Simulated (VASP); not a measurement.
The system is CdS (Hawleyite).

```
CELL_PARAMETERS angstrom
0.00000 2.95488 2.95488
2.95488 0.00000 2.95488
2.95488 2.95488 0.00000
ATOMIC_POSITIONS crystal
Cd 0.00000 0.00000 0.00000
S 0.75000 0.75000 0.75000
```

Base run:

```yaml
Program: VASP 6.6.1
Functional: r2SCAN
Potentials_or_basis: VASP PAW PBE potentials, release 64 (Cd, S)
Cutoff: 520 eV
k_mesh: 8 × 8 × 8
Occupations: fermi-dirac, width 0.05 eV
Spin: no spin polarisation
```

Its results: band gap on the k mesh 1.50 eV, direct; pressure -0.7 GPa.

Question: After a change of settings the same cell gave: band gap on the k mesh 0.93 eV, direct; pressure -2.1 GPa. Which change was it?
A. dispersion from none to rVV10
B. functional from r2SCAN to RPBE; further incar settings from ALGO = Normal; EDIFF = 1e-06; NBANDS = 16 to ALGO = Normal; EDIFF = 1e-07; NBANDS = 16
C. functional from r2SCAN to revPBE; dispersion from none to D3(BJ)
D. functional from r2SCAN to PBEsol

Answer: D.

r2SCAN gives the wider gap, since meta-GGAs in the generalised Kohn-Sham scheme recover part of the derivative discontinuity.

Caveats: the PAW data sets were made with another functional, which shifts forces and pressure a little.
